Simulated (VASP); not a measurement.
A run of VASP 6.6.1 is set up as follows.

INCAR

```
SYSTEM = Y2AlSi2
PREC = Accurate ; ENCUT = 520
EDIFF = 1E-6 ; ISMEAR = 0
SIGMA = 0.1 ; LREAL = .False.
LASPH = .True. ; NELM = 100
ALGO = Normal ; ISIF = 2
LWAVE = .False. ; LCHARG = .True.
LELF = .True. ; LVHAR = .True.
NBANDS = 24
```

The input KPOINTS:

```
Automatic mesh
0
Gamma
  10 10 10
  0 0 0
```

File POSCAR:

```
Y2AlSi2
1.0
   -2.0082780273      2.8069759178      4.2969571551
    2.0082780273     -2.8069759178      4.2969571551
    2.0082780273      2.8069759178     -4.2969571551
Y Al Si
2 1 2
Direct
    0.2898451796      0.7898451796      0.5000000000
    0.7101548204      0.2101548204      0.5000000000
    0.0000000000      0.0000000000      0.0000000000
    0.7110704607      0.5000000000      0.2110704607
    0.2889295393      0.5000000000      0.7889295393
```

Potentials or basis: VASP PAW LDA potentials, release 64 (Y_sv, Al, Si).

The run is started by

```bash
$ cat potpaw_LDA.64/Y_sv/POTCAR potpaw_LDA.64/Al/POTCAR potpaw_LDA.64/Si/POTCAR > POTCAR
$ mpirun -np 1 vasp_std > vasp.out
```

**Question.** Predict the pressure.

**Answer.** 0.0 GPa.

**Question.** Estimate the largest force.

**Answer.** 0.006 eV/Å.

Forces in eV/Å, atoms in the order of the input:
```
Y    0.000  0.000  0.001
Y    0.000  0.000 -0.001
Al   0.000  0.000  0.000
Si   0.000 -0.006  0.000
Si   0.000  0.006  0.000
```
